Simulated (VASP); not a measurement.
# HfTi (P-6m2) in VASP: single point with LDA

Aim: the single point of HfTi with LDA.

Everything below comes from runs of VASP 6.6.1. Logs are shortened: lines on timing, memory, paths and dates and some standing lists are left out, and cuts for length are marked.

## 1. The cell of the first run

It takes space group P-6m2 (No. 187, hexagonal). The conventional cell has a = 3.086 Å, b = 3.086 Å, c = 4.829 Å, α = 90.00°, β = 90.00°, γ = 120.00°. Within 4.0 Å of Hf (site symmetry -6m2) lie 6 Ti at 3.00 Å and 6 Hf at 3.09 Å. Within 4.0 Å of Ti (site symmetry -6m2) lie 6 Hf at 3.00 Å and 6 Ti at 3.09 Å.

## 2. Single point, LDA

Input file INCAR:

```
SYSTEM = HfTi
PREC = Accurate
ENCUT = 520
EDIFF = 1E-6
ISMEAR = 0
SIGMA = 0.15
LREAL = .FALSE.
LASPH = .TRUE.
NELM = 80
ALGO = Fast
ISIF = 2
LWAVE = .FALSE.
LCHARG = .FALSE.
GGA = CA
NBANDS = 18
```

Input file KPOINTS:

```
Automatic mesh
0
G
  18 18 10
  0 0 0
```

Input file POSCAR:

```
HfTi
1.0
    3.0861482988      0.0000000000      0.0000000000
   -1.5430741494      2.6726828266      0.0000000000
    0.0000000000      0.0000000000      4.8292593400
Hf Ti
1 1
Direct
    0.6666666667      0.3333333333      0.5000000000
    0.3333333333      0.6666666667      0.0000000000
```

Potentials or basis: VASP PAW LDA potentials, release 64 (Hf_pv, Ti_sv).

Run with:

```console
$ cat potpaw_LDA.64/Hf_pv/POTCAR potpaw_LDA.64/Ti_sv/POTCAR > POTCAR
$ mpirun -np 1 vasp_std > vasp.out
```

OUTCAR:

```text
SYSTEM = HfTi
   PREC = Accurate
   ENCUT = 520
   EDIFF = 1E-6
   ISMEAR = 0
   LREAL = .FALSE.
   LASPH = .TRUE.
   NELM = 80
   ISIF = 2
   GGA = CA

 ion  position               nearest neighbor table
   1  0.667  0.333  0.500-   2 3.00   2 3.00   2 3.00   2 3.00   2 3.00   2 3.00
   2  0.333  0.667  0.000-   1 3.00   1 3.00   1 3.00   1 3.00   1 3.00   1 3.00

  LATTYP: Found a hexagonal cell.
 ALAT       =     3.0861482988
 C/A-ratio  =     1.5648176537

  Lattice vectors:

 A1 = (   3.0861482988,   0.0000000000,   0.0000000000)
 A2 = (  -1.5430741494,   2.6726828266,   0.0000000000)
 A3 = (   0.0000000000,   0.0000000000,   4.8292593400)

Analysis of symmetry for initial positions (statically):
=====================================================================
 Subroutine PRICEL returns:
 Original cell was already a primitive cell.

 Routine SETGRP: Setting up the symmetry group for a
 hexagonal supercell.

 Subroutine GETGRP returns: Found 12 space group operations
 (whereof 12 operations were pure point group operations)
 out of a pool of 24 trial point group operations.

The static configuration has the point symmetry D_3h.

Analysis of symmetry for dynamics (positions and initial velocities):
=====================================================================
 Subroutine PRICEL returns:
 Original cell was already a primitive cell.

 Routine SETGRP: Setting up the symmetry group for a
 hexagonal supercell.

 Subroutine GETGRP returns: Found 12 space group operations
 (whereof 12 operations were pure point group operations)
 out of a pool of 24 trial point group operations.

The dynamic configuration has the point symmetry D_3h.

 Subroutine INISYM returns: Found 12 space group operations
 (whereof 12 operations are pure point group operations),
 and found     1 'primitive' translations

----------------------------------------------------------------------------------------

                                     Primitive cell

  volume of cell :      39.8332

  direct lattice vectors                    reciprocal lattice vectors
     3.086148299  0.000000000  0.000000000     0.324028499  0.187077941  0.000000000
    -1.543074149  2.672682827  0.000000000     0.000000000  0.374155882  0.000000000
     0.000000000  0.000000000  4.829259340     0.000000000  0.000000000  0.207071091

  length of vectors
     3.086148299  3.086148299  4.829259340     0.374155882  0.374155882  0.207071091

  position of ions in fractional coordinates (direct lattice)
     0.666666667  0.333333333  0.500000000
     0.333333333  0.666666667  0.000000000

  ion indices of the primitive-cell ions
   primitive index   ion index
                 1           1
                 2           2

----------------------------------------------------------------------------------------

 KPOINTS: Automatic mesh

Automatic generation of k-mesh.
 Grid dimensions read from file:
 generate k-points for:   18   18   10

 Generating k-lattice:

  Cartesian coordinates                     Fractional coordinates (reciprocal lattice)
     0.018001583  0.010393219  0.000000000     0.055555556  0.000000000  0.000000000
     0.000000000  0.020786438  0.000000000     0.000000000  0.055555556  0.000000000
     0.000000000  0.000000000  0.020707109     0.000000000  0.000000000  0.100000000

  Length of vectors
     0.020786438  0.020786438  0.020707109

  Shift w.r.t. Gamma in fractional coordinates (k-lattice)
     0.000000000  0.000000000  0.000000000

 Subroutine IBZKPT returns following result:
 ===========================================

 Found    222 irreducible k-points:

 Following reciprocal coordinates:
            Coordinates               Weight
  0.000000  0.000000  0.000000      1.000000
  0.055556  0.000000  0.000000      6.000000
  0.111111  0.000000  0.000000      6.000000
  0.166667  0.000000  0.000000      6.000000
  0.222222  0.000000  0.000000      6.000000
  0.277778  0.000000  0.000000      6.000000
[... 16 lines left out ...]
  0.333333  0.111111  0.000000     12.000000
  0.388889  0.111111  0.000000     12.000000
 [... further k-points ...]
   k-points           NKPTS =    222   k-points in BZ     NKDIM =    222   number of bands    NBANDS=     18
   number of dos      NEDOS =    301   number of ions     NIONS =      2
   total plane-waves  NPLWV =  20736
   dimension x,y,z NGX =    24 NGY =   24 NGZ =   36
   dimension x,y,z NGXF=    48 NGYF=   48 NGZF=   72
   ions per type =               1   1
   NGX,Y,Z   is equivalent  to a cutoff of  12.93, 12.93, 12.39 a.u.
   NGXF,Y,Z  is equivalent  to a cutoff of  25.86, 25.86, 24.79 a.u.
 SYSTEM =  HfTi
   PREC   = accura    normal or accurate (medium, high low for compatibility)
   ISTART =      0    job   : 0-new  1-cont  2-samecut
   ICHARG =      2    charge: 1-file 2-atom 10-const
   ISPIN  =      1    spin polarized calculation?
   LNONCOLLINEAR =      F non collinear calculations
   LSORBIT =      F    spin-orbit coupling
   LASPH  =      T    aspherical Exc in radial PAW
   ENCUT  =  520.0 eV  38.22 Ry    6.18 a.u.   5.74  5.74  8.98*2*pi/ulx,y,z
   NELM   =     80;   NELMIN=  2; NELMDL= -5     # of ELM steps
   EDIFF  = 0.1E-05   stopping-criterion for ELM
   LREAL  =      F    real-space projection
[... 7 lines left out ...]
   TEBEG  =    0.0;   TEEND  =   0.0 temperature during run
   PSTRESS=    0.0 pullay stress
   NELECT =      22.0000    total number of electrons
   NUPDOWN=      -1.0000    fix difference up-down
   EMIN   =  10.00;   EMAX   =-10.00  energy-range for DOS
   EFERMI =   0.00;   METHOD = LEGACY
   ISMEAR =     0;   SIGMA  =   0.15  broadening in eV -4-tet -1-fermi 0-gaus
   EFERMI_NEDOS =   21; number of points for ismear=-14 and -15
   IALGO  =     68    algorithm
   IMIX   =      4    mixing-type and parameters
     AMIX     =   0.40;   BMIX     =  1.00
     AMIX_MAG =   1.60;   BMIX_MAG =  1.00
  volume/ion in A,a.u.               =      19.92       134.40
  Fermi-wavevector in a.u.,A,eV,Ry     =   1.343180  2.538242 24.546705  1.804132
  Thomas-Fermi vector in A             =   2.471274
   LORBIT       =      0    0 simple, 1 ext, 2 COOP (PROOUT), +10 PAW based schemes
   GGA     = CA    functional components
   LHFCALC =     F    Hartree Fock is set to
   AEXX    =    0.0000 exact exchange contribution
   IVDW    =     0    specifies the selected vdW correction
   LEPSILON=     F    determine dielectric tensor
   LRPA    =     F    only Hartree local field effects (RPA)
 non-spin polarized calculation
 RMM-DIIS sequential band-by-band and
 Gauss-broadening in eV      SIGMA  =   0.15
  energy-cutoff  :      520.00
  volume of cell :       39.83
 maximum number of plane-waves:      1086
 NGX is ok and might be reduce to    24
   NGX = 11   NGY = 11   NGZ = 17

 number of electron      22.0000000 magnetization

 Free energy of the ion-electron system (eV)
  ---------------------------------------------------
  ext. energy  EPLUGINS =         0.00000000
  ---------------------------------------------------
  free energy    TOTEN  =       -19.08262772 eV

  energy without entropy =      -19.06036482  energy(sigma->0) =      -19.07149627

 E-fermi :   6.1833     XC(G=0): -11.5898

 val. band max:        6.1719599598   @ k =   0.0556   0.0556   0.2000
 cond. band min:       6.1860429145   @ k =   0.1667   0.0000   0.2000
 fundamental gap:      0.0140829547
 Fermi energy:         6.1833045716

 k-point     1 :       0.0000    0.0000    0.0000
  band No.  band energies     occupation
      1     -50.0666      2.00000
      2     -26.8107      2.00000
      3     -26.5044      2.00000
      4     -26.5044      2.00000
      5     -24.0537      2.00000
      6     -23.6193      2.00000
[... 10 lines left out ...]
     17       7.9664      0.00000
     18      11.0403      0.00000

 k-point     2 :       0.0556    0.0000    0.0000
  band No.  band energies     occupation
      1     -50.0654      2.00000
      2     -26.8080      2.00000
      3     -26.5136      2.00000
      4     -26.5066      2.00000
      5     -24.0519      2.00000
      6     -23.6451      2.00000
[... 10 lines left out ...]
     17       8.0569      0.00000
     18      11.0530      0.00000

 k-point     3 :       0.1111    0.0000    0.0000
  band No.  band energies     occupation
      1     -50.0619      2.00000
      2     -26.8003      2.00000
      3     -26.5397      2.00000
      4     -26.5129      2.00000
      5     -24.0467      2.00000
      6     -23.7188      2.00000
[... 10 lines left out ...]
     17       8.3284      0.00000
     18      11.0826      0.00000

 k-point     4 :       0.1667    0.0000    0.0000
  band No.  band energies     occupation
      1     -50.0564      2.00000
      2     -26.7884      2.00000
      3     -26.5796      2.00000
      4     -26.5225      2.00000
      5     -24.0386      2.00000
      6     -23.8298      2.00000
[... 10 lines left out ...]
     17       8.7784      0.00000
     18      11.1209      0.00000

 k-point     5 :       0.2222    0.0000    0.0000
  band No.  band energies     occupation
      1     -50.0497      2.00000
      2     -26.7738      2.00000
      3     -26.6284      2.00000
      4     -26.5343      2.00000
      5     -24.0286      2.00000
      6     -23.9633      2.00000
[... 10 lines left out ...]
     17       9.3964      0.00000
     18      11.1565      0.00000

 k-point     6 :       0.2778    0.0000    0.0000
  band No.  band energies     occupation
      1     -50.0426      2.00000
      2     -26.7583      2.00000
      3     -26.6799      2.00000
      4     -26.5468      2.00000
      5     -24.1022      2.00000
      6     -24.0179      2.00000
[... 307 lines left out ...]
 k-point    21 :       0.2222    0.1111    0.0000
  band No.  band energies     occupation
      1     -50.0404      2.00000
      2     -26.7536      2.00000
      3     -26.6853      2.00000
      4     -26.5613      2.00000
      5     -24.1160      2.00000
      6     -24.0145      2.00000
[... 10 lines left out ...]
     17      10.5997      0.00000
     18      10.9765      0.00000

 k-point    22 :       0.2778    0.1111    0.0000
  band No.  band energies     occupation
      1     -50.0341      2.00000
      2     -26.7399      2.00000
      3     -26.7269      2.00000
      4     -26.5761      2.00000
      5     -24.2260      2.00000
      6     -24.0049      2.00000
[... 10 lines left out ...]
     17      10.9408      0.00000
     18      11.4193      0.00000

 k-point    23 :       0.3333    0.1111    0.0000
  band No.  band energies     occupation
      1     -50.0289      2.00000
      2     -26.7607      2.00000
      3     -26.7288      2.00000
      4     -26.5881      2.00000
      5     -24.3141      2.00000
      6     -23.9969      2.00000
[... 10 lines left out ...]
     17      10.9126      0.00000
     18      12.0781      0.00000

 k-point    24 :       0.3889    0.1111    0.0000
  band No.  band energies     occupation
      1     -50.0256      2.00000
      2     -26.7827      2.00000
      3     -26.7215      2.00000
      4     -26.5960      2.00000
      5     -24.3709      2.00000
      6     -23.9917      2.00000
[... 10 lines left out ...]
     17      10.8945      0.00000
     18      12.4395      0.00000

 [... further k-points ...]

------------------------ aborting loop because EDIFF is reached ----------------------------------------

  FORCE on cell =-STRESS in cart. coord.  units (eV):
  Direction    XX          YY          ZZ          XY          YZ          ZX
  --------------------------------------------------------------------------------------
  -------------------------------------------------------------------------------------
  Total       -1.8057499     -1.8057499     -1.9049321     -0.0000000      0.0000000     -0.0000000
  in kB      -72.6312368    -72.6312368    -76.6205648     -0.0000000      0.0000000     -0.0000000
  external PRESSURE =     -73.9610128 kB  Pullay stress =       0.0000000 kB

 VOLUME and BASIS-vectors are now :
 -----------------------------------------------------------------------------
  energy-cutoff  :      520.00
  volume of cell :       39.83
      direct lattice vectors                 reciprocal lattice vectors
     3.086148299  0.000000000  0.000000000     0.324028499  0.187077941  0.000000000
    -1.543074149  2.672682827  0.000000000     0.000000000  0.374155882  0.000000000
     0.000000000  0.000000000  4.829259340     0.000000000  0.000000000  0.207071091

 POSITION                                       TOTAL-FORCE (eV/Angst)
 -----------------------------------------------------------------------------------
      1.54307      0.89089      2.41463         0.000000     -0.000000      0.000000
     -0.00000      1.78179      0.00000        -0.000000      0.000000      0.000000
 -----------------------------------------------------------------------------------
    total drift:                                0.000000     -0.000000     -0.000000

  FREE ENERGIE OF THE ION-ELECTRON SYSTEM (eV)
  ---------------------------------------------------
  free  energy   TOTEN  =       -19.0826277186 eV

  energy  without entropy=      -19.0603648224  energy(sigma->0) =      -19.07149627
```

Run time: 6.1 min. Hardware: 1 thread of Intel Xeon 8259CL, shared host; peak memory 0.28 GiB.

Results:

```
Free energy            : -19.0826 eV
Pressure               : -7.4 GPa
Band gap on the k mesh : zero (bands 11 and 12 overlap by 1.11 eV)
```

Caveat: the cell stands under tension; spin-orbit coupling is left out, which moves the levels of the heavy elements.
